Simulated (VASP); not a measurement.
# Zn (Immm) in VASP: notebook

Runs on Zn. Level: PBEsol. Tasks: single point.

Everything below comes from runs of VASP 6.6.1. Logs are shortened: lines on timing, memory, paths and dates and some standing lists are left out, and cuts for length are marked.

### Step 1. The cell of the first run

It takes space group Immm (No. 71, orthorhombic). The conventional cell has a = 2.723 Å, b = 2.834 Å, c = 3.930 Å, α = 90.00°, β = 90.00°, γ = 90.00°. Zn (site symmetry mmm) has 12 Zn at 2.72 to 2.83 Å within 3.6 Å.

### Step 2. Single point, PBEsol (strain -0.0400 x Voigt [0, 0, 0, 0, 1, 0])

Input file INCAR:

```
SYSTEM = Zn
PREC = Accurate
ENCUT = 520
EDIFF = 1E-6
ISMEAR = 0
SIGMA = 0.15
LREAL = .False.
LASPH = .True.
NELM = 80
ALGO = Fast
ISIF = 2
LWAVE = .False.
LCHARG = .True.
GGA = PS
LELF = .True.
LVHAR = .True.
NBANDS = 12
```

Input file KPOINTS:

```
Automatic mesh
0
Gamma
  20 20 20
  0 0 0
```

Input file POSCAR:

```
Zn
1.0
   -0.0392955200      1.9647760000      1.9647760000
    1.9254804800      0.0000000000      1.9254804800
    1.9647760000      1.9647760000     -0.0392955200
Zn
1
Direct
    0.0000000000      0.0000000000      0.0000000000
```

Potentials or basis: VASP PAW PBE potentials, release 64 (Zn).

The run is started by

```bash
> cat potpaw_PBE.64/Zn/POTCAR > POTCAR
> mpirun -np 1 vasp_std > vasp.out
```

OUTCAR:

```text
SYSTEM = Zn
   PREC = Accurate
   ENCUT = 520
   EDIFF = 1E-6
   ISMEAR = 0
   LREAL = .False.
   LASPH = .True.
   NELM = 80
   ISIF = 2
   GGA = PS

 ion  position               nearest neighbor table
   1  0.000  0.000  0.000-

  LATTYP: Found a body centered orthorhombic cell.
 ALAT       =     2.7230406089
 B/A-ratio  =     1.0408163265
 C/A-ratio  =     1.4430750636

  Lattice vectors:

 A1 = (   1.9647760000,  -1.9647760000,  -0.0392955200)
 A2 = (  -1.9647760000,  -1.9647760000,   0.0392955200)
 A3 = (   0.0392955200,   1.9647760000,  -1.9647760000)

Analysis of symmetry for initial positions (statically):
=====================================================================
 Subroutine PRICEL returns:
 Original cell was already a primitive cell.

 Routine SETGRP: Setting up the symmetry group for a
 body centered orthorhombic supercell.

 Subroutine GETGRP returns: Found  8 space group operations
 (whereof  8 operations were pure point group operations)
 out of a pool of  8 trial point group operations.

The static configuration has the point symmetry D_2h.

Analysis of symmetry for dynamics (positions and initial velocities):
=====================================================================
 Subroutine PRICEL returns:
 Original cell was already a primitive cell.

 Routine SETGRP: Setting up the symmetry group for a
 body centered orthorhombic supercell.

 Subroutine GETGRP returns: Found  8 space group operations
 (whereof  8 operations were pure point group operations)
 out of a pool of  8 trial point group operations.

The dynamic configuration has the point symmetry D_2h.

 Subroutine INISYM returns: Found  8 space group operations
 (whereof  8 operations are pure point group operations),
 and found     1 'primitive' translations

----------------------------------------------------------------------------------------

                                     Primitive cell

  volume of cell :      15.1634

  direct lattice vectors                    reciprocal lattice vectors
    -0.039295520  1.964776000  1.964776000    -0.249492094  0.254481936  0.249492094
     1.925480480  0.000000000  1.925480480     0.259675445 -0.254481936  0.259675445
     1.964776000  1.964776000 -0.039295520     0.249492094  0.254481936 -0.249492094

  length of vectors
[... 87 lines left out ...]
   ISYM   =      2    0-nonsym 1-usesym 2-fastsym
   POTIM  = 0.5000    time-step for ionic-motion
   TEBEG  =    0.0;   TEEND  =   0.0 temperature during run
   PSTRESS=    0.0 pullay stress
   NELECT =      12.0000    total number of electrons
   NUPDOWN=      -1.0000    fix difference up-down
   EMIN   =  10.00;   EMAX   =-10.00  energy-range for DOS
   EFERMI =   0.00;   METHOD = LEGACY
   ISMEAR =     0;   SIGMA  =   0.15  broadening in eV -4-tet -1-fermi 0-gaus
   EFERMI_NEDOS =   21; number of points for ismear=-14 and -15
   IALGO  =     68    algorithm
   IMIX   =      4    mixing-type and parameters
     AMIX     =   0.40;   BMIX     =  1.00
     AMIX_MAG =   1.60;   BMIX_MAG =  1.00
  volume/ion in A,a.u.               =      15.16       102.33
  Fermi-wavevector in a.u.,A,eV,Ry     =   1.514270  2.861556 31.198364  2.293015
  Thomas-Fermi vector in A             =   2.623950
   LORBIT       =      0    0 simple, 1 ext, 2 COOP (PROOUT), +10 PAW based schemes
   GGA     = PS    functional components
   LHFCALC =     F    Hartree Fock is set to
   AEXX    =    0.0000 exact exchange contribution
   IVDW    =     0    specifies the selected vdW correction
   LEPSILON=     F    determine dielectric tensor
   LRPA    =     F    only Hartree local field effects (RPA)
 non-spin polarized calculation
 RMM-DIIS sequential band-by-band and
 Gauss-broadening in eV      SIGMA  =   0.15
  energy-cutoff  :      520.00
  volume of cell :       15.16
 maximum number of plane-waves:       421
 NGX is ok and might be reduce to    24
   NGX = 11   NGY = 11   NGZ = 11

 number of electron      12.0000001 magnetization

 Free energy of the ion-electron system (eV)
  ---------------------------------------------------
  ext. energy  EPLUGINS =         0.00000000
  ---------------------------------------------------
  free energy    TOTEN  =        -1.54782728 eV

  energy without entropy =       -1.54457091  energy(sigma->0) =       -1.54619909

 E-fermi :   2.9001     XC(G=0): -11.7259

 val. band max:        2.8908443145   @ k =  -0.4000   0.3000   0.0000
 cond. band min:       2.9016885750   @ k =  -0.3500   0.4000   0.1500
 fundamental gap:      0.0108442606
 Fermi energy:         2.9000562695

 k-point     1 :       0.0000    0.0000    0.0000
  band No.  band energies     occupation
      1      -7.4596      2.00000
      2      -4.7263      2.00000
      3      -4.6859      2.00000
      4      -4.6216      2.00000
      5      -4.2884      2.00000
      6      -4.2873      2.00000
      7      20.3525      0.00000
      8      20.6689      0.00000
      9      22.0033      0.00000
     10      22.3506      0.00000
     11      23.2211      0.00000
     12      23.8372      0.00000
[... 331 lines left out ...]
 k-point    24 :      -0.4000    0.0500    0.0000
  band No.  band energies     occupation
      1      -5.4093      2.00000
      2      -4.6995      2.00000
      3      -4.6170      2.00000
      4      -4.0928      2.00000
      5      -4.0551      2.00000
      6      -1.7021      2.00000
      7       3.4023      0.00000
      8      17.3870      0.00000
      9      18.5869      0.00000
     10      20.3470      0.00000
     11      22.2093      0.00000
     12      23.7667      0.00000

 [... further k-points ...]

------------------------ aborting loop because EDIFF is reached ----------------------------------------

  FORCE on cell =-STRESS in cart. coord.  units (eV):
  Direction    XX          YY          ZZ          XY          YZ          ZX
  --------------------------------------------------------------------------------------
  -------------------------------------------------------------------------------------
  Total       -0.4207139     -0.4721466     -0.4207139      0.0000000      0.0000000     -0.0004290
  in kB      -44.4531028    -49.8875382    -44.4531028      0.0000000      0.0000000     -0.0453258
  external PRESSURE =     -46.2645813 kB  Pullay stress =       0.0000000 kB

 VOLUME and BASIS-vectors are now :
 -----------------------------------------------------------------------------
  energy-cutoff  :      520.00
  volume of cell :       15.16
      direct lattice vectors                 reciprocal lattice vectors
    -0.039295520  1.964776000  1.964776000    -0.249492094  0.254481936  0.249492094
     1.925480480  0.000000000  1.925480480     0.259675445 -0.254481936  0.259675445
     1.964776000  1.964776000 -0.039295520     0.249492094  0.254481936 -0.249492094

 POSITION                                       TOTAL-FORCE (eV/Angst)
 -----------------------------------------------------------------------------------
      0.00000      0.00000      0.00000        -0.000000      0.000000      0.000000
 -----------------------------------------------------------------------------------
    total drift:                                0.000000      0.000000      0.000000

  FREE ENERGIE OF THE ION-ELECTRON SYSTEM (eV)
  ---------------------------------------------------
  free  energy   TOTEN  =        -1.5478272780 eV

  energy  without entropy=       -1.5445709088  energy(sigma->0) =       -1.54619909
```

OSZICAR:

```text
N       E                     dE             d eps       ncg     rms          rms(c)
DAV:   1     0.415440707824E+02    0.41544E+02   -0.65478E+03 28800   0.158E+03
DAV:   2    -0.438414276892E+00   -0.41982E+02   -0.39352E+02 28936   0.212E+02
DAV:   3    -0.168331090206E+01   -0.12449E+01   -0.12429E+01 32652   0.366E+01
DAV:   4    -0.168614881417E+01   -0.28379E-02   -0.28378E-02 30880   0.168E+00
DAV:   5    -0.168615087559E+01   -0.20614E-05   -0.20614E-05 32684   0.444E-02    0.289E+00
RMM:   6    -0.155714630408E+01    0.12900E+00   -0.32899E-01 34261   0.771E+00    0.222E+00
RMM:   7    -0.155120816306E+01    0.59381E-02   -0.10727E-02 35789   0.158E+00    0.108E+00
RMM:   8    -0.154787875043E+01    0.33294E-02   -0.16879E-03 33898   0.375E-01    0.668E-02
RMM:   9    -0.154783710904E+01    0.41641E-04   -0.48392E-04 36493   0.344E-01    0.610E-02
RMM:  10    -0.154782712317E+01    0.99859E-05   -0.33356E-05 35940   0.680E-02    0.520E-03
RMM:  11    -0.154782727802E+01   -0.15485E-06   -0.26004E-06 27065   0.182E-02
   1 F= -.15478273E+01 E0= -.15461991E+01  d E =-.325637E-02
```

stdout:

```text
POSCAR found type information on POSCAR Zn
 POSCAR found :  1 types and       1 ions
 scaLAPACK will be used
 -----------------------------------------------------------------------------
|                                                                             |
|                                                                             |
|     You enforced a specific xc type in the INCAR file but a different       |
|     I HOPE YOU KNOW WHAT YOU ARE DOING!                                     |
|                                                                             |
 -----------------------------------------------------------------------------

 LDA part: xc-table for (Slater+PW92), standard interpolation
 POSCAR, INCAR and KPOINTS ok, starting setup
 FFT: planning ... GRIDC
 FFT: planning ... GRID_SOFT
 FFT: planning ... GRID
 WAVECAR not read
 entering main loop
WARNING in EDDRMM: call to ZHEGV failed, returncode =   8  4     11
WARNING in EDDRMM: call to ZHEGV failed, returncode =   8  4     10
WARNING in EDDRMM: call to ZHEGV failed, returncode =   6  3     11
WARNING in EDDRMM: call to ZHEGV failed, returncode =   6  3     10
```

Run time: 82 s. Hardware: 1 thread of Intel Xeon Platinum 8488C (Sapphire Rapids), shared host; peak memory 0.3 GiB.

What came out:

- Free energy: -1.5478 eV
- Pressure: -4.6 GPa
- Band gap on the k mesh: zero (band 6 reaches 5.00 eV, above the bottom of band 7 at 1.27 eV)

Stress tensor (GPa, compression positive):
```
-4.45  0.00  0.00
 0.00 -4.99  0.00
 0.00  0.00 -4.45
```

Caveat: the cell differs from its parent crystal (strain -0.0400 x Voigt [0, 0, 0, 0, 1, 0]); the PAW data sets were made with another functional, which shifts forces and pressure a little.

### Step 3. Single point, PBEsol (strain +0.0300 x Voigt [0, 0, 0, 0, 1, 0])

Input file INCAR:

```
SYSTEM = Zn
ALGO = Fast ; EDIFF = 1E-6
ENCUT = 520 ; GGA = PS
ISIF = 2 ; ISMEAR = 0
LASPH = .TRUE. ; LCHARG = .FALSE.
LREAL = .FALSE. ; LWAVE = .FALSE.
NBANDS = 12 ; NELM = 100
PREC = Accurate ; SIGMA = 0.15
```

Input file KPOINTS:

```
k-points
0
G
  20 20 20
  0 0 0
```

Input file POSCAR:

```
Zn
1.0
    0.0294716400      1.9647760000      1.9647760000
    1.9942476400      0.0000000000      1.9942476400
    1.9647760000      1.9647760000      0.0294716400
Zn
1
Direct
    0.0000000000      0.0000000000      0.0000000000
```

Potentials or basis: VASP PAW PBE potentials, release 64 (Zn).

The run is started by

```bash
> cat potpaw_PBE.64/Zn/POTCAR > POTCAR
> mpirun -np 1 vasp_std > vasp.out
```

OUTCAR:

```text
SYSTEM = Zn
   EDIFF = 1E-6
   ENCUT = 520
   GGA = PS
   ISIF = 2
   ISMEAR = 0
   LASPH = .TRUE.
   LREAL = .FALSE.
   NELM = 100
   PREC = Accurate

 ion  position               nearest neighbor table
   1  0.000  0.000  0.000-

  LATTYP: Found a body centered orthorhombic cell.
 ALAT       =     2.7369336732
 B/A-ratio  =     1.0304568528
 C/A-ratio  =     1.4357498095

  Lattice vectors:

 A1 = (   0.0294716400,  -1.9647760000,   1.9647760000)
 A2 = (  -0.0294716400,  -1.9647760000,  -1.9647760000)
 A3 = (   1.9647760000,   1.9647760000,   0.0294716400)

Analysis of symmetry for initial positions (statically):
=====================================================================
 Subroutine PRICEL returns:
 Original cell was already a primitive cell.

 Routine SETGRP: Setting up the symmetry group for a
 body centered orthorhombic supercell.

 Subroutine GETGRP returns: Found  8 space group operations
 (whereof  8 operations were pure point group operations)
 out of a pool of  8 trial point group operations.

[... 169 lines left out ...]
 k-point     1 :       0.0000    0.0000    0.0000
  band No.  band energies     occupation
      1      -7.4589      2.00000
      2      -4.7133      2.00000
      3      -4.6808      2.00000
      4      -4.6347      2.00000
      5      -4.2895      2.00000
      6      -4.2889      2.00000
      7      20.5481      0.00000
      8      20.8322      0.00000
      9      21.7858      0.00000
     10      22.1695      0.00000
     11      23.3956      0.00000
     12      23.8797      0.00000
[... 331 lines left out ...]
 k-point    24 :      -0.4000    0.0500   -0.0000
  band No.  band energies     occupation
      1      -5.3717      2.00000
      2      -4.7028      2.00000
      3      -4.6276      2.00000
      4      -4.0745      2.00000
      5      -4.0442      2.00000
      6      -1.5274      2.00000
      7       3.9308      0.00000
      8      16.4068      0.00000
      9      18.2005      0.00000
     10      20.0449      0.00000
     11      21.9493      0.00000
     12      23.1796      0.00000

 [... further k-points ...]

------------------------ aborting loop because EDIFF is reached ----------------------------------------

  FORCE on cell =-STRESS in cart. coord.  units (eV):
  Direction    XX          YY          ZZ          XY          YZ          ZX
  --------------------------------------------------------------------------------------
  -------------------------------------------------------------------------------------
  Total       -0.4303864     -0.4617275     -0.4303864     -0.0000000      0.0000000     -0.0141090
  in kB      -45.4671491    -48.7781011    -45.4671491     -0.0000000      0.0000000     -1.4905167
  external PRESSURE =     -46.5707997 kB  Pullay stress =       0.0000000 kB

 VOLUME and BASIS-vectors are now :
 -----------------------------------------------------------------------------
  energy-cutoff  :      520.00
  volume of cell :       15.17
      direct lattice vectors                 reciprocal lattice vectors
     0.029471640  1.964776000  1.964776000    -0.258357295  0.254481936  0.258357295
     1.994247640  0.000000000  1.994247640     0.250721119 -0.254481936  0.250721119
     1.964776000  1.964776000  0.029471640     0.258357295  0.254481936 -0.258357295

 POSITION                                       TOTAL-FORCE (eV/Angst)
 -----------------------------------------------------------------------------------
      0.00000      0.00000      0.00000         0.000000      0.000000      0.000000
 -----------------------------------------------------------------------------------
    total drift:                                0.000000      0.000000     -0.000000

  FREE ENERGIE OF THE ION-ELECTRON SYSTEM (eV)
  ---------------------------------------------------
  free  energy   TOTEN  =        -1.5478179316 eV

  energy  without entropy=       -1.5446461857  energy(sigma->0) =       -1.54623206
```

OSZICAR:

```text
N       E                     dE             d eps       ncg     rms          rms(c)
DAV:   1     0.414585251435E+02    0.41459E+02   -0.65501E+03 28812   0.158E+03
DAV:   2    -0.454192534467E+00   -0.41913E+02   -0.39321E+02 29044   0.211E+02
DAV:   3    -0.168310712026E+01   -0.12289E+01   -0.12269E+01 32724   0.362E+01
DAV:   4    -0.168589561389E+01   -0.27885E-02   -0.27884E-02 30700   0.166E+00
DAV:   5    -0.168589767053E+01   -0.20566E-05   -0.20565E-05 32572   0.444E-02    0.289E+00
RMM:   6    -0.155711410705E+01    0.12878E+00   -0.32834E-01 34262   0.770E+00    0.222E+00
RMM:   7    -0.155119152929E+01    0.59226E-02   -0.10691E-02 35772   0.158E+00    0.108E+00
RMM:   8    -0.154786941659E+01    0.33221E-02   -0.16877E-03 33907   0.375E-01    0.667E-02
RMM:   9    -0.154782781437E+01    0.41602E-04   -0.48432E-04 36493   0.344E-01    0.610E-02
RMM:  10    -0.154781777156E+01    0.10043E-04   -0.33507E-05 35924   0.682E-02    0.535E-03
RMM:  11    -0.154781793160E+01   -0.16005E-06   -0.25958E-06 27048   0.183E-02
   1 F= -.15478179E+01 E0= -.15462321E+01  d E =-.317175E-02
```

It took 91 s on 1 thread of Intel Xeon Platinum 8488C (Sapphire Rapids), shared host; peak memory 0.3 GiB.

What came out:

- Free energy: -1.5478 eV
- Pressure: -4.7 GPa
- Band gap on the k mesh: zero (band 6 reaches 5.06 eV, above the bottom of band 7 at 1.33 eV)

Levels at points of the mesh, in eV from the Fermi level:
```csv
k point,band 3,band 4,band 5,band 6,band 7,band 8,band 9,band 10
"(0.00, 0.00, 0.00)",-7.59,-7.54,-7.20,-7.20,17.64,17.93,18.88,19.26
"(0.50, 0.00, 0.00)",-7.56,-6.92,-6.89,-2.81,-1.17,14.81,15.07,17.31
"(0.00, 0.50, 0.00)",-7.55,-6.94,-6.90,-3.00,-1.58,15.31,15.67,17.69
"(0.50, 0.50, 0.00)",-6.93,-6.84,-6.83,-1.00,1.74,8.42,8.42,12.10
"(0.50, 0.00, 0.50)",-6.93,-6.84,-6.84,-1.01,1.72,7.83,9.02,11.86
```

Caveat: the cell differs from its parent crystal (strain +0.0300 x Voigt [0, 0, 0, 0, 1, 0]); the PAW data sets were made with another functional, which shifts forces and pressure a little.
